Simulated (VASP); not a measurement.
Input of a VASP 6.6.1 run:

POSCAR

```
ZrB
1.0
    0.0000000000      2.3705998121      2.3705998121
    2.3705998121      0.0000000000      2.3705998121
    2.3705998121      2.3705998121      0.0000000000
Zr B
1 1
Direct
    0.0000000000      0.0000000000      0.0000000000
    0.5000000000      0.5000000000      0.5000000000
```

INCAR.step1

```
  ALGO = Normal
  EDIFF = 1E-4
  ENCUT = 520
  GGA = PE
  ISMEAR = -1
  LASPH = T
  LCHARG = F
  LREAL = F
  LWAVE = T
  NBANDS = 14
  NELM = 80
  PREC = Accurate
  SIGMA = 0.1
```

The input INCAR.step2:

```
  ALGO = Normal
  EDIFF = 1E-6
  ENCUT = 520
  ISIF = 2
  ISMEAR = -1
  ISTART = 1
  LASPH = T
  LCHARG = F
  LMIXTAU = T
  LREAL = F
  LWAVE = F
  METAGGA = R2SCAN
  NBANDS = 14
  NELM = 80
  PREC = Accurate
  SIGMA = 0.1
```

The input KPOINTS:

```
k-points
0
Gamma
  9 9 9
```

Potentials or basis: VASP PAW PBE potentials, release 64 (Zr_sv, B).

Run with:

```bash
$ cat potpaw_PBE.64/Zr_sv/POTCAR potpaw_PBE.64/B/POTCAR > POTCAR
$ cp INCAR.step1 INCAR
$ mpirun -np 1 vasp_std > vasp.out
$ cp INCAR.step2 INCAR
$ mpirun -np 1 vasp_std > vasp.out
```

Problem. What does it give for the pressure?

Solution. 21.3 GPa.

Caveat: the PAW data sets were made with another functional, which shifts forces and pressure a little.
